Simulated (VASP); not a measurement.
A run of VASP 6.6.1 is set up as follows.

The input INCAR:

```
SYSTEM = MnSi
PREC = Accurate
ENCUT = 520
EDIFF = 1E-6
ISMEAR = 0
SIGMA = 0.1
LREAL = .False.
LASPH = .True.
NELM = 150
ALGO = Normal
ISIF = 2
LWAVE = .False.
LCHARG = .False.
ISPIN = 2
MAGMOM = 4 4 4 4 0 0 0 0
LORBIT = 11
LMAXMIX = 4
GGA = PE
NBANDS = 48
```

KPOINTS

```
regular mesh
0
Gamma
  4 4 4
  0 0 0
```

File POSCAR:

```
MnSi
1.0
    4.5173456243      0.0000000000      0.0000000000
    0.0000000000      4.5173456243      0.0000000000
    0.0000000000      0.0000000000      4.5173456243
Mn Si
4 4
Direct
    0.1364748491      0.1364748491      0.1364748491
    0.3635251509      0.8635251509      0.6364748491
    0.6364748491      0.3635251509      0.8635251509
    0.8635251509      0.6364748491      0.3635251509
    0.8453875963      0.8453875963      0.8453875963
    0.6546124037      0.1546124037      0.3453875963
    0.3453875963      0.6546124037      0.1546124037
    0.1546124037      0.3453875963      0.6546124037
```

Potentials or basis: VASP PAW PBE potentials, release 64 (Mn_pv, Si).

Run with:

```bash
$ cat potpaw_PBE.64/Mn_pv/POTCAR potpaw_PBE.64/Si/POTCAR > POTCAR
$ mpirun -np 1 vasp_std > vasp.out
```

(1) Estimate the net moment.

(2) Predict the largest force.

(3) What does it give for the pressure?

(4) Estimate the band gap on the k mesh.

Results:

(1) 3.98 μB per cell.

(2) 0.016 eV/Å.

(3) 0.1 GPa.

(4) zero (filled and empty bands overlap).
